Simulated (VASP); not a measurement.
# Mo (P6_3/mmc) in VASP: further runs

Mo is run at these levels: PBE; tasks: single point, relaxation of cell and atoms.

All numbers are computed with VASP 6.6.1; they aren't measurements. Logs are shortened: lines on timing, memory, paths and dates and some standing lists are left out, and cuts for length are marked.

## 1. The cell of the first run

The structure is hexagonal, space group P6_3/mmc (No. 194). The conventional cell has a = 2.756 Å, b = 2.756 Å, c = 4.900 Å, α = 90.00°, β = 90.00°, γ = 120.00°. Within 3.6 Å of Mo (site symmetry -6m2) lie 12 Mo at 2.76 to 2.92 Å.

## 2. Single point, PBE

INCAR

```
PREC = Accurate
ENCUT = 520
EDIFF = 1E-6
ISMEAR = 0
SIGMA = 0.05
LREAL = F
LASPH = T
NELM = 60
ALGO = Fast
ISIF = 2
LWAVE = F
LCHARG = F
GGA = PE
NBANDS = 21
```

KPOINTS

```
Automatic mesh
0
Gamma
  18 18 10
```

POSCAR

```
Mo
1.0
    2.7561815230      0.0000000000      0.0000000000
   -1.3780907615      2.3869232163      0.0000000000
    0.0000000000      0.0000000000      4.8996772361
Mo
2
Direct
    0.3333333333      0.6666666667      0.7500000000
    0.6666666667      0.3333333333      0.2500000000
```

Potentials or basis: VASP PAW PBE potentials, release 64 (Mo_sv).

The run is started by

```console
> cat potpaw_PBE.64/Mo_sv/POTCAR > POTCAR
> mpirun -np 1 vasp_std > vasp.out
```

OUTCAR:

```text
PREC = Accurate
   ENCUT = 520
   EDIFF = 1E-6
   ISMEAR = 0
   LREAL = F
   LASPH = T
   NELM = 60
   ISIF = 2
   GGA = PE

 ion  position               nearest neighbor table
   1  0.333  0.667  0.750-   2 2.92   2 2.92   2 2.92   2 2.92   2 2.92   2 2.92
   2  0.667  0.333  0.250-   1 2.92   1 2.92   1 2.92   1 2.92   1 2.92   1 2.92

  LATTYP: Found a hexagonal cell.
 ALAT       =     2.7561815230
 C/A-ratio  =     1.7777048410

  Lattice vectors:

 A1 = (   2.7561815230,   0.0000000000,   0.0000000000)
 A2 = (  -1.3780907615,   2.3869232163,   0.0000000000)
 A3 = (   0.0000000000,   0.0000000000,   4.8996772361)

Analysis of symmetry for initial positions (statically):
=====================================================================
 Subroutine PRICEL returns:
 Original cell was already a primitive cell.

 Routine SETGRP: Setting up the symmetry group for a
 hexagonal supercell.

 Subroutine GETGRP returns: Found 24 space group operations
 (whereof 12 operations were pure point group operations)
 out of a pool of 24 trial point group operations.

The static configuration has the point symmetry D_3d.
 The point group associated with its full space group is D_6h.

Analysis of symmetry for dynamics (positions and initial velocities):
=====================================================================
 Subroutine PRICEL returns:
 Original cell was already a primitive cell.

 Routine SETGRP: Setting up the symmetry group for a
 hexagonal supercell.

 Subroutine GETGRP returns: Found 24 space group operations
 (whereof 12 operations were pure point group operations)
 out of a pool of 24 trial point group operations.

The dynamic configuration has the point symmetry D_3d.
 The point group associated with its full space group is D_6h.

 Subroutine INISYM returns: Found 24 space group operations
 (whereof 12 operations are pure point group operations),
 and found     1 'primitive' translations

----------------------------------------------------------------------------------------

                                     Primitive cell

  volume of cell :      32.2340

  direct lattice vectors                    reciprocal lattice vectors
     2.756181523  0.000000000  0.000000000     0.362820805  0.209474690  0.000000000
    -1.378090761  2.386923216  0.000000000     0.000000000  0.418949379  0.000000000
     0.000000000  0.000000000  4.899677236     0.000000000  0.000000000  0.204095076

  length of vectors
     2.756181523  2.756181523  4.899677236     0.418949379  0.418949379  0.204095076

  position of ions in fractional coordinates (direct lattice)
     0.333333333  0.666666667  0.750000000
     0.666666667  0.333333333  0.250000000

  ion indices of the primitive-cell ions
   primitive index   ion index
                 1           1
                 2           2

----------------------------------------------------------------------------------------

 KPOINTS: Automatic mesh

Automatic generation of k-mesh.
 Grid dimensions read from file:
 generate k-points for:   18   18   10

 Generating k-lattice:

  Cartesian coordinates                     Fractional coordinates (reciprocal lattice)
     0.020156711  0.011637483  0.000000000     0.055555556  0.000000000  0.000000000
     0.000000000  0.023274966  0.000000000     0.000000000  0.055555556  0.000000000
     0.000000000  0.000000000  0.020409508     0.000000000  0.000000000  0.100000000

  Length of vectors
     0.023274966  0.023274966  0.020409508

  Shift w.r.t. Gamma in fractional coordinates (k-lattice)
     0.000000000  0.000000000  0.000000000

 Subroutine IBZKPT returns following result:
 ===========================================

 Found    222 irreducible k-points:

 Following reciprocal coordinates:
            Coordinates               Weight
  0.000000  0.000000  0.000000      1.000000
  0.055556 -0.000000  0.000000      6.000000
  0.111111 -0.000000  0.000000      6.000000
  0.166667 -0.000000  0.000000      6.000000
  0.222222 -0.000000  0.000000      6.000000
  0.277778  0.000000  0.000000      6.000000
[... 16 lines left out ...]
  0.333333  0.111111  0.000000     12.000000
  0.388889  0.111111  0.000000     12.000000
 [... further k-points ...]
   k-points           NKPTS =    222   k-points in BZ     NKDIM =    222   number of bands    NBANDS=     21
   number of dos      NEDOS =    301   number of ions     NIONS =      2
   total plane-waves  NPLWV =  14400
   dimension x,y,z NGX =    20 NGY =   20 NGZ =   36
   dimension x,y,z NGXF=    40 NGYF=   40 NGZF=   72
   ions per type =               2
   NGX,Y,Z   is equivalent  to a cutoff of  12.06, 12.06, 12.21 a.u.
   NGXF,Y,Z  is equivalent  to a cutoff of  24.13, 24.13, 24.43 a.u.
 SYSTEM =  unknown system
   PREC   = accura    normal or accurate (medium, high low for compatibility)
   ISTART =      0    job   : 0-new  1-cont  2-samecut
   ICHARG =      2    charge: 1-file 2-atom 10-const
   ISPIN  =      1    spin polarized calculation?
   LNONCOLLINEAR =      F non collinear calculations
   LSORBIT =      F    spin-orbit coupling
   LASPH  =      T    aspherical Exc in radial PAW
   ENCUT  =  520.0 eV  38.22 Ry    6.18 a.u.   5.12  5.12  9.11*2*pi/ulx,y,z
   NELM   =     60;   NELMIN=  2; NELMDL= -5     # of ELM steps
   EDIFF  = 0.1E-05   stopping-criterion for ELM
   LREAL  =      F    real-space projection
   EDIFFG = 0.1E-04   stopping-criterion for IOM
   NSW    =      0    number of steps for IOM
   IBRION =     -1    ionic relax: 0-MD 1-quasi-New 2-CG
   NFREE  =      0    steps in history (QN), initial steepest desc. (CG)
   ISIF   =      2    stress and relaxation
   ISYM   =      2    0-nonsym 1-usesym 2-fastsym
   POTIM  = 0.5000    time-step for ionic-motion
   TEBEG  =    0.0;   TEEND  =   0.0 temperature during run
   PSTRESS=    0.0 pullay stress
   NELECT =      28.0000    total number of electrons
   NUPDOWN=      -1.0000    fix difference up-down
   EMIN   =  10.00;   EMAX   =-10.00  energy-range for DOS
   EFERMI =   0.00;   METHOD = LEGACY
   ISMEAR =     0;   SIGMA  =   0.05  broadening in eV -4-tet -1-fermi 0-gaus
   EFERMI_NEDOS =   21; number of points for ismear=-14 and -15
   IALGO  =     68    algorithm
   IMIX   =      4    mixing-type and parameters
     AMIX     =   0.40;   BMIX     =  1.00
     AMIX_MAG =   1.60;   BMIX_MAG =  1.00
  volume/ion in A,a.u.               =      16.12       108.76
  Fermi-wavevector in a.u.,A,eV,Ry     =   1.562031  2.951810 33.197402  2.439940
  Thomas-Fermi vector in A             =   2.665009
   LORBIT       =      0    0 simple, 1 ext, 2 COOP (PROOUT), +10 PAW based schemes
   GGA     = PE    functional components
   LHFCALC =     F    Hartree Fock is set to
   AEXX    =    0.0000 exact exchange contribution
   IVDW    =     0    specifies the selected vdW correction
   LEPSILON=     F    determine dielectric tensor
   LRPA    =     F    only Hartree local field effects (RPA)
 non-spin polarized calculation
 RMM-DIIS sequential band-by-band and
 Gauss-broadening in eV      SIGMA  =   0.05
  energy-cutoff  :      520.00
  volume of cell :       32.23
 maximum number of plane-waves:       894
   NGX = 11   NGY = 11   NGZ = 19

 number of electron      27.9999995 magnetization

 Free energy of the ion-electron system (eV)
  ---------------------------------------------------
  ext. energy  EPLUGINS =         0.00000000
  ---------------------------------------------------
  free energy    TOTEN  =       -20.99812892 eV

  energy without entropy =      -20.99411301  energy(sigma->0) =      -20.99612097

 E-fermi :  11.8321     XC(G=0): -13.1954

 val. band max:       11.8238444209   @ k =   0.3889   0.1111   0.1000
 cond. band min:      11.8321230141   @ k =   0.3889   0.2222   0.0000
 fundamental gap:      0.0082785932
 Fermi energy:        11.8320521126

 k-point     1 :       0.0000    0.0000    0.0000
  band No.  band energies     occupation
      1     -49.0425      2.00000
      2     -48.8881      2.00000
      3     -23.6016      2.00000
      4     -22.5630      2.00000
      5     -22.3906      2.00000
      6     -22.3906      2.00000
[... 13 lines left out ...]
     20      15.1647      0.00000
     21      21.4085      0.00000

 k-point     2 :       0.0556   -0.0000    0.0000
  band No.  band energies     occupation
      1     -49.0355      2.00000
      2     -48.8832      2.00000
      3     -23.5891      2.00000
      4     -22.5644      2.00000
      5     -22.4303      2.00000
      6     -22.4015      2.00000
[... 13 lines left out ...]
     20      15.6160      0.00000
     21      21.3898      0.00000

 k-point     3 :       0.1111   -0.0000    0.0000
  band No.  band energies     occupation
      1     -49.0153      2.00000
      2     -48.8690      2.00000
      3     -23.5524      2.00000
      4     -22.5690      2.00000
      5     -22.5441      2.00000
      6     -22.4419      2.00000
[... 13 lines left out ...]
     20      16.5665      0.00000
     21      21.3247      0.00000

 k-point     4 :       0.1667   -0.0000    0.0000
  band No.  band energies     occupation
      1     -48.9839      2.00000
      2     -48.8474      2.00000
      3     -23.4941      2.00000
      4     -22.7171      2.00000
      5     -22.6133      2.00000
      6     -22.5780      2.00000
[... 13 lines left out ...]
     20      17.6683      0.00000
     21      21.2026      0.00000

 k-point     5 :       0.2222   -0.0000    0.0000
  band No.  band energies     occupation
      1     -48.9446      2.00000
      2     -48.8214      2.00000
      3     -23.4185      2.00000
      4     -22.9270      2.00000
      5     -22.8179      2.00000
      6     -22.5927      2.00000
[... 13 lines left out ...]
     20      18.8022      0.00000
     21      21.0381      0.00000
[... 382 lines left out ...]
     20      20.4343      0.00000
     21      20.9735      0.00000

 k-point    22 :       0.2778    0.1111    0.0000
  band No.  band energies     occupation
      1     -48.8481      2.00000
      2     -48.7641      2.00000
      3     -23.3358      2.00000
      4     -23.2330      2.00000
      5     -23.2141      2.00000
      6     -22.7085      2.00000
[... 13 lines left out ...]
     20      21.0672      0.00000
     21      21.4666      0.00000

 k-point    23 :       0.3333    0.1111    0.0000
  band No.  band energies     occupation
      1     -48.8135      2.00000
      2     -48.7477      2.00000
      3     -23.4838      2.00000
      4     -23.3587      2.00000
      5     -23.1293      2.00000
      6     -22.7668      2.00000
[... 13 lines left out ...]
     20      21.1898      0.00000
     21      22.3560      0.00000

 k-point    24 :       0.3889    0.1111    0.0000
  band No.  band energies     occupation
      1     -48.7891      2.00000
      2     -48.7386      2.00000
      3     -23.5794      2.00000
      4     -23.4402      2.00000
      5     -23.0621      2.00000
      6     -22.8044      2.00000
[... 13 lines left out ...]
     20      20.5684      0.00000
     21      22.9740      0.00000

 [... further k-points ...]
[... 5 lines left out ...]
  --------------------------------------------------------------------------------------
  -------------------------------------------------------------------------------------
  Total        0.1004258      0.1004258      0.0739823     -0.0000000      0.0000000      0.0000000
  in kB        4.9916259      4.9916259      3.6772637     -0.0000000      0.0000000      0.0000000
  external PRESSURE =       4.5535052 kB  Pullay stress =       0.0000000 kB

 VOLUME and BASIS-vectors are now :
 -----------------------------------------------------------------------------
  energy-cutoff  :      520.00
  volume of cell :       32.23
      direct lattice vectors                 reciprocal lattice vectors
     2.756181523  0.000000000  0.000000000     0.362820805  0.209474690  0.000000000
    -1.378090761  2.386923216  0.000000000     0.000000000  0.418949379  0.000000000
     0.000000000  0.000000000  4.899677236     0.000000000  0.000000000  0.204095076

 POSITION                                       TOTAL-FORCE (eV/Angst)
 -----------------------------------------------------------------------------------
     -0.00000      1.59128      3.67476        -0.000000      0.000000      0.000000
      1.37809      0.79564      1.22492         0.000000     -0.000000      0.000000
 -----------------------------------------------------------------------------------
    total drift:                                0.000000     -0.000000      0.000000

  FREE ENERGIE OF THE ION-ELECTRON SYSTEM (eV)
  ---------------------------------------------------
  free  energy   TOTEN  =       -20.9981289225 eV

  energy  without entropy=      -20.9941130099  energy(sigma->0) =      -20.99612097
```

It took 49 s on 1 thread of Intel Xeon 6975P-C (Granite Rapids), shared host; peak memory 0.23 GiB.

Results:

* Free energy: -20.9981 eV
* Pressure: 0.5 GPa
* Band gap on the k mesh: zero (band 14 reaches 13.06 eV, above the bottom of band 15 at 11.21 eV)

(Part 1 of 2 ends here.)
